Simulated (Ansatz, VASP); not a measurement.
## Se: VASP beside Ansatz

```
Se
1.0
     4.42366    0.00000    0.00000
    -2.21183    3.83100    0.00000
     0.00000    0.00000    5.01879
Se
3
Cartesian
  1.7133 2.9675 0.0000
  -0.4985 0.8635 3.3459
  0.9971 0.0000 1.6729
```

Change from the starting cell: volume scaled by 1.04.

Alike in both runs: task single point; functional LDA; k mesh 7 × 7 × 6; occupations fermi-dirac, width 0.05 eV; no spin polarisation.

```csv
,VASP,Ansatz
version,VASP 6.6.1,Ansatz 0.2.0
potentials or method,"VASP PAW LDA potentials, release 64 (Se), cutoff 520 eV","all-electron LAPW, scalar-relativistic"
```

Ansatz gave:

- gap on the k mesh at the Fermi level (eV): 1.11
- least direct gap on the mesh (eV): 1.36
- pressure (GPa): -3.2
- traceless stress, the component that is largest in VASP (GPa): 0.08
- rms of the force components (eV/Å): 0.096

Task: Estimate VASP's values.

Result: gap on the k mesh at the Fermi level (eV): 1.09; least direct gap on the mesh (eV): 1.34; pressure (GPa): -3.1; traceless stress, the component that is largest in VASP (GPa): 0.15; rms of the force components (eV/Å): 0.071.

LDA's correlation is that of Perdew and Zunger in VASP and of Perdew and Wang (1992) in Ansatz. Atom by atom the forces differ by 0.025 eV/Å (rms over components). Ansatz ran all-electron here, and VASP with PAW potentials.
